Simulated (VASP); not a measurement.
Here is a VASP 6.6.1 calculation.

The input INCAR:

```
SYSTEM = C
PREC = Accurate
ENCUT = 600
EDIFF = 1E-7
ISMEAR = 0
SIGMA = 0.02
LREAL = .False.
LASPH = .True.
NELM = 100
ALGO = Normal
ISIF = 3
LWAVE = .False.
LCHARG = .False.
GGA = PE
IBRION = 2
NSW = 100
EDIFFG = -0.01
```

KPOINTS

```
Automatic mesh
0
Gamma
  6 6 8
  0 0 0
```

File POSCAR:

```
C
1.0
    3.5715599029      0.0000000000      0.0000000000
   -1.7857799515      3.0930616071      0.0000000000
    0.0000000000      0.0000000000      3.3769583018
C
6
Direct
    0.2325951568      0.4651903135      0.2500000000
    0.5348096865      0.7674048432      0.5833333333
    0.2325951568      0.7674048432      0.9166666667
    0.7674048432      0.5348096865      0.7500000000
    0.4651903135      0.2325951568      0.0833333333
    0.7674048432      0.2325951568      0.4166666667
```

Potentials or basis: VASP PAW PBE potentials, release 64 (C).

The run is started by

```sh
$ cat potpaw_PBE.64/C/POTCAR > POTCAR
$ mpirun -np 1 vasp_std > vasp.out
```

(1) What does it give for the band gap on the k mesh?

(2) Estimate the relaxed cell.

Results:

(1) 4.28 eV, indirect (least direct gap 5.18 eV).

(2) a = 3.572 Å, b = 3.572 Å, c = 3.377 Å, α = 90.00°, β = 90.00°, γ = 120.00°.
